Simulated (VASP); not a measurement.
Write the native input for VASP 6.6.1 that does the following.

```yaml
Task: single point
Functional: PBE
Potentials_or_basis: VASP PAW PBE potentials, release 64 (Ba_sv, Ti_sv, O)
Cutoff: 520 eV
k_mesh: 6 × 6 × 6
Occupations: gaussian, width 0.01 eV
Spin: no spin polarisation
Dipole_correction: no
Further_INCAR_settings: ALGO = Normal; EDIFF = 1e-06; NBANDS = 28
```

The structure of BaTiO3 lies in POSCAR:

```
BaTiO3
1.0
    4.0391089395      0.0000000000      0.0000000000
    0.0000000000      4.0391089395      0.0000000000
    0.0000000000      0.0000000000      4.0391089395
Ba Ti O
1 1 3
Direct
    0.5000000000      0.5000000000      0.5000000000
    0.0000000000      0.0000000000      0.0000000000
    0.5000000000      0.0000000000      0.0000000000
    0.0000000000      0.5000000000      0.0000000000
    0.0000000000      0.0000000000      0.5000000000
```

One way to write it, as run:

INCAR

```
SYSTEM = BaTiO3
ALGO = Normal ; EDIFF = 1E-6
ENCUT = 520 ; GGA = PE
ISIF = 2 ; ISMEAR = 0
LASPH = .TRUE. ; LCHARG = .FALSE.
LREAL = .FALSE. ; LWAVE = .FALSE.
NBANDS = 28 ; NELM = 100
PREC = Accurate ; SIGMA = 0.01
```

KPOINTS

```
k-points
0
G
  6 6 6
  0 0 0
```

Potentials or basis: VASP PAW PBE potentials, release 64 (Ba_sv, Ti_sv, O).

The run is started by

```console
$ cat potpaw_PBE.64/Ba_sv/POTCAR potpaw_PBE.64/Ti_sv/POTCAR potpaw_PBE.64/O/POTCAR > POTCAR
$ mpirun -np 1 vasp_std > vasp.out
```

It gave:

- Pressure: -0.7 GPa
- Band gap on the k mesh: 1.69 eV, indirect (least direct gap 1.86 eV)

Caveat: spin-orbit coupling is left out, which moves the levels of the heavy elements.

Wall time 16 s on 1 thread of Intel(R) Xeon(R) 6975P-C (Granite Rapids) (shared host), peak memory 0.19 GiB.
